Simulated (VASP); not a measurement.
Write the native input for VASP 6.6.1 that does the following.

```yaml
Task: single point
Functional: PBE
Potentials_or_basis: VASP PAW PBE potentials, release 64 (Ni, O)
Cutoff: 520 eV
k_mesh: 45 × 45 × 45
Occupations: fermi-dirac, width 0.0612256 eV
Spin: no spin polarisation
Dipole_correction: no
Further_INCAR_settings: ALGO = Normal; EDIFF = 1e-06; NBANDS = 15
```

The structure of NiO (rock salt type) lies in POSCAR:

```
NiO
1.0
    0.0000000000      2.0936043540      2.0936043540
    2.0936043540      0.0000000000      2.0936043540
    2.0936043540      2.0936043540      0.0000000000
Ni O
1 1
Direct
    0.0000000000      0.0000000000      0.0000000000
    0.5000000000      0.5000000000      0.5000000000
```

One way to write it, as run:

INCAR

```
SYSTEM = NiO
  PREC = Accurate
  ENCUT = 520
  EDIFF = 1E-6
  ISMEAR = -1
  SIGMA = 0.06122561905347299
  LREAL = .False.
  LASPH = .True.
  NELM = 100
  ALGO = Normal
  ISIF = 2
  LWAVE = .False.
  LCHARG = .False.
  GGA = PE
  NBANDS = 15
```

KPOINTS

```
Automatic mesh
0
Gamma
  45 45 45
  0 0 0
```

Potentials or basis: VASP PAW PBE potentials, release 64 (Ni, O).

The run is started by

```bash
$ cat potpaw_PBE.64/Ni/POTCAR potpaw_PBE.64/O/POTCAR > POTCAR
$ mpirun -np 1 vasp_std > vasp.out
```

Results of the run:

The pressure is -3.6 GPa. The band gap on the k mesh is zero (band 8 reaches 9.02 eV, above the bottom of band 9 at 6.24 eV).

Caveat: the run has no spin polarisation, though such a crystal can be magnetic; semilocal functionals often make such compounds metallic where correlation or magnetic order opens a gap, which also shifts bond lengths.

Run time: 12 min on 1 thread of Oxide Virtual Turin-like Processor (shared host), peak memory 0.68 GiB.
